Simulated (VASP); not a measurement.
# CuO in VASP: settings compared

Aim: see how the results for CuO move with the level of theory and the settings. Levels: LDA+U, PBE. Tasks: single point.

Program: VASP 6.6.1. These are calculated values, not measurements. Logs are shortened: lines on timing, memory, paths and dates and some standing lists are left out, and cuts for length are marked.

**1. The cell of the first run**

It takes space group P4/nmm (No. 129, tetragonal). The conventional cell has a = 3.175 Å, b = 3.175 Å, c = 4.650 Å, α = 90.00°, β = 90.00°, γ = 90.00°. Cu (site symmetry -4m2) has 4 O at 2.02 Å and 4 Cu at 2.25 Å within 2.7 Å. Within 2.7 Å of O (site symmetry 4mm) lie 4 Cu at 2.02 Å.

**2. Single point, LDA+U**

The input, INCAR:

```
SYSTEM = CuO
PREC     = Accurate       ! precision mode
ENCUT    = 520            ! plane-wave cutoff, eV
EDIFF    = 1E-7           ! SCF threshold, eV
ISMEAR   = -1             ! smearing method
SIGMA    = 0.05           ! smearing width, eV
LREAL    = .False.        ! projectors in reciprocal space
LASPH    = .True.         ! aspherical terms in the spheres
NELM     = 150            ! most SCF steps
ALGO     = Normal         ! electronic algorithm
ISIF     = 2              ! what is computed and relaxed
LWAVE    = .False.        ! write WAVECAR
LCHARG   = .True.         ! write CHGCAR
LMAXMIX  = 4              ! l up to which the mixer works
LDAU     = .True.         ! DFT+U
LDAUTYPE = 2            
LDAUL    = 2 -1           ! shell
LDAUU    = 4.5 0          ! U, eV
LDAUJ    = 0 0          
LDAUPRINT= 1            
GGA      = CA             ! functional
LELF     = .True.         ! ELF
LVHAR    = .True.       
NBANDS   = 25             ! bands
```

The input, KPOINTS:

```
regular mesh
0
Gamma
  8 8 6
  0 0 0
```

The input, POSCAR:

```
CuO
1.0
    3.1754955000      0.0000000000      0.0000000000
    0.0000000000      3.1754955000      0.0000000000
    0.0000000000      0.0000000000      4.6495318700
Cu O
2 2
Direct
    0.0000000000      0.0000000000      0.0000000000
    0.5000000000      0.5000000000      0.0000000000
    0.5000000000      0.0000000000      0.2670000000
    0.0000000000      0.5000000000      0.7330000000
```

Potentials or basis: VASP PAW LDA potentials, release 64 (Cu, O).

On the command line:

```bash
> cat potpaw_LDA.64/Cu/POTCAR potpaw_LDA.64/O/POTCAR > POTCAR
> mpirun -np 1 vasp_std > vasp.out
```

OUTCAR:

```text
SYSTEM = CuO
   PREC = Accurate
   ENCUT = 520
   EDIFF = 1E-7
   ISMEAR = -1
   LREAL = .False.
   LASPH = .True.
   NELM = 150
   ISIF = 2
   GGA = CA

 ion  position               nearest neighbor table
   1  0.000  0.000  0.000-   3 2.02   4 2.02   4 2.02   3 2.02   2 2.25   2 2.25   2 2.25   2 2.25

   2  0.500  0.500  0.000-   3 2.02   4 2.02   3 2.02   4 2.02   1 2.25   1 2.25   1 2.25   1 2.25

   3  0.500  0.000  0.267-   1 2.02   2 2.02   2 2.02   1 2.02
   4  0.000  0.500  0.733-   1 2.02   2 2.02   1 2.02   2 2.02

  LATTYP: Found a simple tetragonal cell.
 ALAT       =     3.1754955000
 C/A-ratio  =     1.4641909806

  Lattice vectors:

 A1 = (   3.1754955000,   0.0000000000,   0.0000000000)
 A2 = (   0.0000000000,   3.1754955000,   0.0000000000)
 A3 = (   0.0000000000,   0.0000000000,   4.6495318700)

Analysis of symmetry for initial positions (statically):
=====================================================================
 Subroutine PRICEL returns:
 Original cell was already a primitive cell.

 Routine SETGRP: Setting up the symmetry group for a
 simple tetragonal supercell.

 Subroutine GETGRP returns: Found 16 space group operations
 (whereof  8 operations were pure point group operations)
 out of a pool of 16 trial point group operations.

The static configuration has the point symmetry D_2d.
 The point group associated with its full space group is D_4h.

Analysis of symmetry for dynamics (positions and initial velocities):
=====================================================================
 Subroutine PRICEL returns:
 Original cell was already a primitive cell.

 Routine SETGRP: Setting up the symmetry group for a
 simple tetragonal supercell.

 Subroutine GETGRP returns: Found 16 space group operations
 (whereof  8 operations were pure point group operations)
 out of a pool of 16 trial point group operations.

The dynamic configuration has the point symmetry D_2d.
 The point group associated with its full space group is D_4h.

 Subroutine INISYM returns: Found 16 space group operations
 (whereof  8 operations are pure point group operations),
 and found     1 'primitive' translations

----------------------------------------------------------------------------------------

                                     Primitive cell

  volume of cell :      46.8848

  direct lattice vectors                    reciprocal lattice vectors
     3.175495500  0.000000000  0.000000000     0.314911484  0.000000000  0.000000000
     0.000000000  3.175495500  0.000000000     0.000000000  0.314911484  0.000000000
     0.000000000  0.000000000  4.649531870     0.000000000  0.000000000  0.215075416

  length of vectors
     3.175495500  3.175495500  4.649531870     0.314911484  0.314911484  0.215075416

  position of ions in fractional coordinates (direct lattice)
     0.000000000  0.000000000  0.000000000
     0.500000000  0.500000000  0.000000000
     0.500000000  0.000000000  0.267000000
     0.000000000  0.500000000  0.733000000

  ion indices of the primitive-cell ions
   primitive index   ion index
                 1           1
                 2           2
                 3           3
                 4           4

----------------------------------------------------------------------------------------

 KPOINTS: regular mesh

Automatic generation of k-mesh.
 Grid dimensions read from file:
 generate k-points for:    8    8    6

 Generating k-lattice:

  Cartesian coordinates                     Fractional coordinates (reciprocal lattice)
[... 89 lines left out ...]
   GGA     = CA    functional components
   LHFCALC =     F    Hartree Fock is set to
   AEXX    =    0.0000 exact exchange contribution
   IVDW    =     0    specifies the selected vdW correction
   LEPSILON=     F    determine dielectric tensor
   LRPA    =     F    only Hartree local field effects (RPA)
 non-spin polarized calculation
  energy-cutoff  :      520.00
  volume of cell :       46.88
 maximum number of plane-waves:      1288
 NGX is ok and might be reduce to    24
   NGX = 11   NGY = 11   NGZ = 17

atom =   1  type =  1  l = 2

 onsite density matrix

spin component  1

  0.9565 -0.0000  0.0000  0.0000  0.0000
 -0.0000  0.9086 -0.0000  0.0000  0.0000
  0.0000 -0.0000  0.9555 -0.0000 -0.0000
  0.0000  0.0000 -0.0000  0.9086  0.0000
  0.0000  0.0000 -0.0000  0.0000  0.9586

spin component  2

  0.9565 -0.0000  0.0000  0.0000  0.0000
 -0.0000  0.9086 -0.0000  0.0000  0.0000
  0.0000 -0.0000  0.9555 -0.0000 -0.0000
  0.0000  0.0000 -0.0000  0.9086  0.0000
  0.0000  0.0000 -0.0000  0.0000  0.9586

 occupancies and eigenvectors

  o =  0.9086  v =  0.0000 -0.9258 -0.0000  0.3781  0.0000  0.0000  0.0000  0.0000  0.0000  0.0000      0.0000  0.0000  0.0000  0.0000  0.0000  0.0000  0.0000  0.0000  0.0000  0.0000
  o =  0.9086  v =  0.0000  0.0000  0.0000  0.0000  0.0000  0.0000 -0.9258 -0.0000  0.3781  0.0000      0.0000  0.0000  0.0000  0.0000  0.0000  0.0000  0.0000  0.0000  0.0000  0.0000
  o =  0.9086  v =  0.0000  0.3781 -0.0000  0.9258  0.0000  0.0000  0.0000  0.0000  0.0000  0.0000      0.0000  0.0000  0.0000  0.0000  0.0000  0.0000  0.0000  0.0000  0.0000  0.0000
  o =  0.9086  v =  0.0000  0.0000  0.0000  0.0000  0.0000  0.0000  0.3781 -0.0000  0.9258  0.0000      0.0000  0.0000  0.0000  0.0000  0.0000  0.0000  0.0000  0.0000  0.0000  0.0000
  o =  0.9555  v =  0.0000  0.0000  0.0000  0.0000  0.0000  0.0000 -0.0000  1.0000  0.0000  0.0000      0.0000  0.0000  0.0000  0.0000  0.0000  0.0000  0.0000  0.0000  0.0000  0.0000
  o =  0.9555  v =  0.0000 -0.0000  1.0000  0.0000  0.0000  0.0000  0.0000  0.0000  0.0000  0.0000      0.0000  0.0000  0.0000  0.0000  0.0000  0.0000  0.0000  0.0000  0.0000  0.0000
  o =  0.9565  v =  1.0000  0.0000  0.0000  0.0000  0.0000  0.0000  0.0000  0.0000  0.0000  0.0000      0.0000  0.0000  0.0000  0.0000  0.0000  0.0000  0.0000  0.0000  0.0000  0.0000
  o =  0.9565  v =  0.0000  0.0000  0.0000  0.0000  0.0000  1.0000  0.0000  0.0000  0.0000  0.0000      0.0000  0.0000  0.0000  0.0000  0.0000  0.0000  0.0000  0.0000  0.0000  0.0000
  o =  0.9586  v =  0.0000  0.0000  0.0000  0.0000  0.0000  0.0000 -0.0000  0.0000  0.0000 -1.0000      0.0000  0.0000  0.0000  0.0000  0.0000  0.0000  0.0000  0.0000  0.0000  0.0000
  o =  0.9586  v =  0.0000 -0.0000  0.0000  0.0000 -1.0000  0.0000  0.0000  0.0000  0.0000  0.0000      0.0000  0.0000  0.0000  0.0000  0.0000  0.0000  0.0000  0.0000  0.0000  0.0000

atom =   2  type =  1  l = 2

 onsite density matrix

spin component  1

  0.9565 -0.0000 -0.0000 -0.0000  0.0000
 -0.0000  0.9086 -0.0000  0.0000  0.0000
 -0.0000 -0.0000  0.9555 -0.0000  0.0000
 -0.0000  0.0000 -0.0000  0.9086 -0.0000
  0.0000  0.0000  0.0000 -0.0000  0.9586

spin component  2

  0.9565 -0.0000 -0.0000 -0.0000  0.0000
 -0.0000  0.9086 -0.0000  0.0000  0.0000
 -0.0000 -0.0000  0.9555 -0.0000  0.0000
 -0.0000  0.0000 -0.0000  0.9086 -0.0000
  0.0000  0.0000  0.0000 -0.0000  0.9586

 occupancies and eigenvectors

  o =  0.9086  v =  0.0000 -0.4601  0.0000 -0.8879  0.0000  0.0000  0.0000  0.0000  0.0000  0.0000      0.0000  0.0000  0.0000  0.0000  0.0000  0.0000  0.0000  0.0000  0.0000  0.0000
  o =  0.9086  v =  0.0000  0.0000  0.0000  0.0000  0.0000  0.0000 -0.4601  0.0000 -0.8879  0.0000      0.0000  0.0000  0.0000  0.0000  0.0000  0.0000  0.0000  0.0000  0.0000  0.0000
  o =  0.9086  v =  0.0000  0.8879  0.0000 -0.4601 -0.0000  0.0000  0.0000  0.0000  0.0000  0.0000      0.0000  0.0000  0.0000  0.0000  0.0000  0.0000  0.0000  0.0000  0.0000  0.0000
  o =  0.9086  v =  0.0000  0.0000  0.0000  0.0000  0.0000  0.0000  0.8879  0.0000 -0.4601 -0.0000      0.0000  0.0000  0.0000  0.0000  0.0000  0.0000  0.0000  0.0000  0.0000  0.0000
  o =  0.9555  v =  0.0000  0.0000  0.0000  0.0000  0.0000  0.0000 -0.0000  1.0000  0.0000 -0.0000      0.0000  0.0000  0.0000  0.0000  0.0000  0.0000  0.0000  0.0000  0.0000  0.0000
  o =  0.9555  v =  0.0000 -0.0000  1.0000  0.0000 -0.0000  0.0000  0.0000  0.0000  0.0000  0.0000      0.0000  0.0000  0.0000  0.0000  0.0000  0.0000  0.0000  0.0000  0.0000  0.0000
  o =  0.9565  v =  1.0000  0.0000  0.0000  0.0000  0.0000  0.0000  0.0000  0.0000  0.0000  0.0000      0.0000  0.0000  0.0000  0.0000  0.0000  0.0000  0.0000  0.0000  0.0000  0.0000
  o =  0.9565  v =  0.0000  0.0000  0.0000  0.0000  0.0000  1.0000  0.0000  0.0000  0.0000  0.0000      0.0000  0.0000  0.0000  0.0000  0.0000  0.0000  0.0000  0.0000  0.0000  0.0000
  o =  0.9586  v =  0.0000 -0.0000 -0.0000 -0.0000 -1.0000  0.0000  0.0000  0.0000  0.0000  0.0000      0.0000  0.0000  0.0000  0.0000  0.0000  0.0000  0.0000  0.0000  0.0000  0.0000
  o =  0.9586  v =  0.0000  0.0000  0.0000  0.0000  0.0000  0.0000 -0.0000 -0.0000 -0.0000 -1.0000      0.0000  0.0000  0.0000  0.0000  0.0000  0.0000  0.0000  0.0000  0.0000  0.0000

 number of electron      34.0000035 magnetization

 Free energy of the ion-electron system (eV)
  ---------------------------------------------------
  ext. energy  EPLUGINS =         0.00000000
  ---------------------------------------------------
  free energy    TOTEN  =       -16.74036716 eV

  energy without entropy =      -16.69530683  energy(sigma->0) =      -16.71783699

 E-fermi :   2.2034     XC(G=0): -11.2870

 val. band max:        2.1860063721   @ k =   0.5000   0.0000   0.3333
 cond. band min:       2.2084082187   @ k =   0.1250   0.1250   0.0000
 fundamental gap:      0.0224018467
 Fermi energy:         2.2033755075

 k-point     1 :       0.0000    0.0000    0.0000
  band No.  band energies     occupation
      1     -15.5807      2.00000
      2     -14.8207      2.00000
      3      -4.0936      2.00000
      4      -3.5637      2.00000
      5      -3.0248      2.00000
      6      -2.9008      2.00000
[... 661 lines left out ...]
     24      15.5319      0.00000
     25      16.9693      0.00000

 [... further k-points ...]
[... 5 lines left out ...]
  --------------------------------------------------------------------------------------
  -------------------------------------------------------------------------------------
  Total        2.8050855      2.8050855     -6.1213857      0.0000000      0.0000000      0.0000000
  in kB       95.8571372     95.8571372   -209.1838215      0.0000000      0.0000000      0.0000000
  external PRESSURE =      -5.8231824 kB  Pullay stress =       0.0000000 kB

 VOLUME and BASIS-vectors are now :
 -----------------------------------------------------------------------------
  energy-cutoff  :      520.00
  volume of cell :       46.88
      direct lattice vectors                 reciprocal lattice vectors
     3.175495500  0.000000000  0.000000000     0.314911484  0.000000000  0.000000000
     0.000000000  3.175495500  0.000000000     0.000000000  0.314911484  0.000000000
     0.000000000  0.000000000  4.649531870     0.000000000  0.000000000  0.215075416

 POSITION                                       TOTAL-FORCE (eV/Angst)
 -----------------------------------------------------------------------------------
      0.00000      0.00000      0.00000        -0.000000     -0.000000      0.000000
      1.58775      1.58775      0.00000        -0.000000      0.000000      0.000000
      1.58775      0.00000      1.24143        -0.000000     -0.000000     -1.901060
      0.00000      1.58775      3.40811         0.000000     -0.000000      1.901060
 -----------------------------------------------------------------------------------
    total drift:                                0.000000     -0.000000     -0.000000

  FREE ENERGIE OF THE ION-ELECTRON SYSTEM (eV)
  ---------------------------------------------------
  free  energy   TOTEN  =       -16.7403671610 eV

  energy  without entropy=      -16.6953068267  energy(sigma->0) =      -16.71783699
```

Run time: 78 s. Hardware: 1 thread of Intel Xeon 8259CL, shared host; peak memory 0.18 GiB.

Results:

```yaml
Free_energy: -16.7404 eV
Pressure: -0.6 GPa
Largest_force: 1.901 eV/Å
Band_gap_on_the_k_mesh: zero (bands 17 and 18 overlap by 1.29 eV)
```

Forces in eV/Å, atoms in the order of the input:
```
Cu   0.000  0.000  0.000
Cu   0.000  0.000  0.000
O    0.000  0.000 -1.901
O    0.000  0.000  1.901
```

Stress tensor (GPa, compression positive):
```
  9.59   0.00   0.00
  0.00   9.59   0.00
  0.00   0.00 -20.92
```

Levels at points of the mesh, in eV from the Fermi level:
```csv
k point,band 14,band 15,band 16,band 17,band 18,band 19,band 20,band 21
"(0.00, 0.00, 0.00)",-1.17,-1.09,-0.09,0.53,0.53,1.66,6.82,11.64
"(0.50, 0.00, 0.00)",-2.74,-0.35,-0.35,0.03,0.03,5.80,5.80,11.02
"(0.50, 0.50, 0.00)",-2.08,-1.67,-1.67,-0.76,-0.76,6.03,6.03,9.74
"(0.00, 0.00, 0.50)",-1.01,-1.01,-0.67,0.33,0.33,3.27,6.02,11.61
"(0.50, 0.00, 0.50)",-2.87,0.07,0.07,0.09,0.09,5.66,5.66,10.00
"(0.50, 0.50, 0.50)",-2.08,-2.06,-2.06,-0.60,-0.60,6.98,6.98,9.73
```

Eigenvalues of the final occupation matrices:
| site | spin | trace | eigenvalues |
| --- | --- | --- | --- |
| site 1 d | 1 | 4.69 | 0.91 0.91 0.96 0.96 0.96 |
| site 1 d | 2 | 4.69 | 0.91 0.91 0.96 0.96 0.96 |
| site 2 d | 1 | 4.69 | 0.91 0.91 0.96 0.96 0.96 |
| site 2 d | 2 | 4.69 | 0.91 0.91 0.96 0.96 0.96 |

Caveat: the stress differs along the axes, from -21 to 10 GPa; U without spin polarisation on a metal has little footing; forces of over 1 eV/Å act on the atoms, so gaps and moduli don't describe the material at rest.

[end of part 1 of 2]

The gap in the log of VASP goes by the Fermi energy; the results here count the filled bands.